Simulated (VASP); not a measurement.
# ZrB2 (P6/mmm) in VASP: further runs, part 2 of 2

VASP 6.6.1. The steps go on from the part before.

## 4. Electric field gradients, LDA

This run uses another cell than the first one, of 10.29 Å³/atom, 1.250 times its volume.

Input file INCAR:

```
SYSTEM = ZrB2
PREC     = Accurate       ! precision mode
ENCUT    = 520            ! plane-wave cutoff, eV
EDIFF    = 1E-8           ! SCF threshold, eV
ISMEAR   = -1             ! smearing method
SIGMA    = 0.05           ! smearing width, eV
LREAL    = .False.        ! projectors in reciprocal space
LASPH    = .True.         ! aspherical terms in the spheres
NELM     = 80             ! most SCF steps
ALGO     = Normal         ! electronic algorithm
ISIF     = 2              ! what is computed and relaxed
LWAVE    = .False.        ! write WAVECAR
LCHARG   = .False.        ! write CHGCAR
GGA      = CA             ! functional
LEFG     = .True.       
NBANDS   = 16             ! bands
```

Input file KPOINTS:

```
regular mesh
0
Gamma
  13 13 10
  0 0 0
```

Input file POSCAR:

```
ZrB2
1.0
    3.1675246616      0.0000000000      0.0000000000
   -1.5837623308      2.7431568240      0.0000000000
    0.0000000000      0.0000000000      3.5523880600
Zr B
1 2
Direct
    0.0000000000      0.0000000000      0.0000000000
    0.3333333333      0.6666666667      0.5000000000
    0.6666666667      0.3333333333      0.5000000000
```

Potentials or basis: VASP PAW LDA potentials, release 64 (Zr_sv, B).

On the command line:

```sh
> cat potpaw_LDA.64/Zr_sv/POTCAR potpaw_LDA.64/B/POTCAR > POTCAR
> mpirun -np 1 vasp_std > vasp.out
```

OUTCAR:

```text
SYSTEM = ZrB2
   PREC = Accurate
   ENCUT = 520
   EDIFF = 1E-8
   ISMEAR = -1
   LREAL = .False.
   LASPH = .True.
   NELM = 80
   ISIF = 2
   GGA = CA

 ion  position               nearest neighbor table
   1  0.000  0.000  0.000-   2 2.55   3 2.55   2 2.55   3 2.55   2 2.55   2 2.55   3 2.55   3 2.55
                             3 2.55   3 2.55   2 2.55   2 2.55
   2  0.333  0.667  0.500-   3 1.83   3 1.83   3 1.83   1 2.55   1 2.55   1 2.55   1 2.55   1 2.55
                             1 2.55
   3  0.667  0.333  0.500-   2 1.83   2 1.83   2 1.83   1 2.55   1 2.55   1 2.55   1 2.55   1 2.55
                             1 2.55

  LATTYP: Found a hexagonal cell.
 ALAT       =     3.1675246616
 C/A-ratio  =     1.1215028893

  Lattice vectors:

 A1 = (   3.1675246616,   0.0000000000,   0.0000000000)
 A2 = (  -1.5837623308,   2.7431568240,   0.0000000000)
 A3 = (   0.0000000000,   0.0000000000,   3.5523880600)

Analysis of symmetry for initial positions (statically):
=====================================================================
 Subroutine PRICEL returns:
 Original cell was already a primitive cell.

 Routine SETGRP: Setting up the symmetry group for a
 hexagonal supercell.

 Subroutine GETGRP returns: Found 24 space group operations
 (whereof 24 operations were pure point group operations)
 out of a pool of 24 trial point group operations.

The static configuration has the point symmetry D_6h.

Analysis of symmetry for dynamics (positions and initial velocities):
=====================================================================
 Subroutine PRICEL returns:
 Original cell was already a primitive cell.

 Routine SETGRP: Setting up the symmetry group for a
[... 167 lines left out ...]
      3     -15.7254      2.00000
      4     -15.7254      2.00000
      5      -2.1355      2.00000
      6       7.8123      2.00000
[... 433 lines left out ...]
      3     -15.9405      2.00000
      4     -15.7707      2.00000
      5      -1.5455      2.00000
      6       6.6474      2.00000
[... 8 lines left out ...]
     15      17.1191      0.00000
     16      17.7974      0.00000

 [... further k-points ...]
[... 5 lines left out ...]
  --------------------------------------------------------------------------------------
  -------------------------------------------------------------------------------------
  Total       -1.6776566     -1.6776566     -1.9355407      0.0000000      0.0000000     -0.0000000
  in kB      -87.0808414    -87.0808414   -100.4666334      0.0000000      0.0000000     -0.0000000
  external PRESSURE =     -91.5427721 kB  Pullay stress =       0.0000000 kB

 VOLUME and BASIS-vectors are now :
 -----------------------------------------------------------------------------
  energy-cutoff  :      520.00
  volume of cell :       30.87
      direct lattice vectors                 reciprocal lattice vectors
     3.167524662  0.000000000  0.000000000     0.315703935  0.182271752  0.000000000
    -1.583762331  2.743156824  0.000000000     0.000000000  0.364543504  0.000000000
     0.000000000  0.000000000  3.552388060     0.000000000  0.000000000  0.281500777

 POSITION                                       TOTAL-FORCE (eV/Angst)
 -----------------------------------------------------------------------------------
      0.00000      0.00000      0.00000         0.000000      0.000000      0.000000
     -0.00000      1.82877      1.77619        -0.000000     -0.000000      0.000000
      1.58376      0.91439      1.77619         0.000000      0.000000      0.000000
 -----------------------------------------------------------------------------------
    total drift:                               -0.000000      0.000000      0.000000

  FREE ENERGIE OF THE ION-ELECTRON SYSTEM (eV)
  ---------------------------------------------------
  free  energy   TOTEN  =       -27.4497023355 eV

  energy  without entropy=      -27.4471719085  energy(sigma->0) =      -27.44843712

 Electric field gradients (V/A^2)
---------------------------------------------------------------------
 ion       V_xx      V_yy      V_zz      V_xy      V_xz      V_yz
---------------------------------------------------------------------
   1     -22.782   -22.782    45.564    -0.000    -0.000    -0.000
   2      -1.093    -1.093     2.187    -0.000     0.000    -0.000
   3      -1.093    -1.093     2.187    -0.000     0.000     0.000
---------------------------------------------------------------------

 Electric field gradients after diagonalization (V/A^2)
 (convention: |V_zz| > |V_xx| > |V_yy|)
----------------------------------------------------------------------
 ion       V_xx      V_yy      V_zz     asymmetry (V_yy - V_xx)/ V_zz
----------------------------------------------------------------------
   1     -22.782   -22.782    45.564       0.000
   2      -1.094    -1.093     2.187       0.000
   3      -1.094    -1.093     2.187       0.000
----------------------------------------------------------------------

           NMR quadrupolar parameters

 Cq : quadrupolar parameter    Cq=e*Q*V_zz/h
 eta: asymmetry parameters     (V_yy - V_xx)/ V_zz
 Q  : nuclear electric quadrupole moment in mb (millibarn)
----------------------------------------------------------------------
 ion       Cq(MHz)       eta       Q (mb)
----------------------------------------------------------------------
   1       0.110       0.000       1.000
   2       0.005       0.000       1.000
   3       0.005       0.000       1.000
----------------------------------------------------------------------
```

Wall time 35 s (1 thread of Intel Xeon Platinum 8488C (Sapphire Rapids), shared host); peak memory 0.17 GiB.

What came out:

| Property | Result |
| --- | --- |
| Free energy | -27.4497 eV |
| Pressure | -9.2 GPa |
| Band gap on the k mesh | zero (band 9 reaches 10.94 eV, above the bottom of band 10 at 10.10 eV) |

Levels at points of the mesh, in eV from the Fermi level:
```
           k point  band 6  band 7  band 8  band 9  band 10  band 11  band 12  band 13
(0.00, 0.00, 0.00)   -2.68   -2.65   -2.65   -2.42     3.28     3.28     4.00     4.00
(0.00, 0.00, 0.50)   -6.98   -1.01   -1.01    0.29     0.29     0.68     0.68     1.60
```

Electric field gradients, principal values (V/Å²):
```tsv
atom	least	middle	greatest (by size)
1 Zr	-22.782	-22.782	45.564
2 B	-1.093	-1.094	2.187
3 B	-1.093	-1.094	2.187
```

Caveat: without QUAD_EFG the Cq values of the log hold for a quadrupole moment of 1 mb, not for the nuclei.
